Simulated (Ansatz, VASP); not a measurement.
**Two plane-wave programs on HgTe**

```xyz
2
Lattice="0.0110 3.3001 3.3001 3.3001 0.0110 3.3001 3.3001 3.3001 0.0110" Properties=species:S:1:pos:R:3 pbc="T T T"
Hg    0.0022    0.0022    0.0022
Te    1.6506    1.6506    1.6506
```

Change from the starting cell: shear_111 strain +0.5%.

Alike in both runs: task single point; functional r2SCAN; k mesh 6 × 6 × 6; occupations fermi-dirac, width 0.02 eV; no spin polarisation.

|  | VASP | Ansatz |
| --- | --- | --- |
| version | VASP 6.6.1 | Ansatz 0.2.0 |
| potentials or method | VASP PAW PBE potentials, release 64 (Hg, Te) | plane waves, PAW |
| plane-wave cutoff (eV) | 520 | 500 |
| valence electrons in the cell | 18 | 36 |

```csv
,VASP,Ansatz,Ansatz less VASP
pressure (GPa),-0.2,-0.2,-0.06
"traceless stress, the component that is largest in VASP (GPa)",-0.07,-0.07,0.000
```

VASP's potentials were made for PBE, not for r2SCAN. With one functional, cell and mesh, what is left measures potentials, basis and numerics. VASP's potentials hold 18 valence electrons a cell and Ansatz's 36, so a difference there can come from the potentials and not from the codes.

Spin-orbit coupling is off throughout.
